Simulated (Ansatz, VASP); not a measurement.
One calculation of Co, two programs

File INCAR:

```
  PREC = Accurate
  ENCUT = 520
  EDIFF = 1E-6
  ISMEAR = -1
  SIGMA = 0.08
  LREAL = False
  LASPH = True
  NELM = 150
  ALGO = Normal
  ISIF = 2
  LWAVE = False
  LCHARG = True
  ISPIN = 2
  MAGMOM = 2 2
  LORBIT = 11
  LMAXMIX = 4
  GGA = PE
  LELF = True
  LVHAR = True
  NBANDS = 20
```

The input KPOINTS:

```
Automatic mesh
0
Gamma
  15 15 8
```

POSCAR

```
Co
1.0
    2.2085412252      0.0000000000      0.0000000000
   -1.1042706126      1.9126528064      0.0000000000
    0.0000000000      0.0000000000      3.6078110103
Co
2
Direct
    0.6666666667      0.3333333333      0.2598610000
    0.3333333333      0.6666666667      0.7401390000
```

Input for Ansatz:

```yaml
crystal:
  lattice:
    - [2.2085412252, 0.0, 0.0]
    - [-1.1042706126, 1.9126528064, 0.0]
    - [0.0, 0.0, 3.6078110103]
  atoms:
    - { symbol: Co, position: [0.6666666667, 0.3333333333, 0.259861], spin: 2.0 }
    - { symbol: Co, position: [0.3333333333, 0.6666666667, 0.740139], spin: 2.0 }
magnetization:
  spin_polarized: true
kpoints:
  mp_grid: { grid: [15, 15, 8] }
scf:
  occupations: { method: fermi_dirac, width: 0.08 }
  lower_state_search: "off"
hamiltonian:
  xc: pbe
  pseudopotentials: { kind: paw }
output:
  forces: true
  stress: true
  eigenvalues: true
  populations: true
```

Change from the starting cell: volume scaled by 0.7, PAW files.

Alike in both runs: task single point; functional PBE; k mesh 15 × 15 × 8; occupations fermi-dirac, width 0.08 eV; collinear spin.

|  | VASP | Ansatz |
| --- | --- | --- |
| version | VASP 6.6.1 | Ansatz 0.2.0 |
| potentials or method | VASP PAW PBE potentials, release 64 (Co) | PAW with Ansatz's default frozen-core files, scalar-relativistic |
| plane-wave cutoff (eV) | 520 | 420 |
| valence electrons in the cell | 18 | 34 |

```tsv
	VASP	Ansatz	Ansatz less VASP
pressure (GPa)	159.2	161.8	+2.58
traceless stress, the component that is largest in VASP (GPa)	-4.25	-4.17	+0.075
rms of the force components (eV/Å)	1.330	1.344	+0.0137
net moment per atom (μB)	0.46	0.40	-0.060
size of the moment on the site where the two differ most (μB)	0.45	0.42	-0.030
```

Site moments also hang on the region over which each program counts them. Atom by atom the forces differ by 0.014 eV/Å (rms over components). Both programs put the cell under a high pressure, so it lies far from rest at this level. VASP's potentials hold 18 valence electrons a cell and Ansatz's 34, so a difference there can come from the potentials and not from the codes.

Noted on VASP's run: the cell as given lies far from equilibrium.
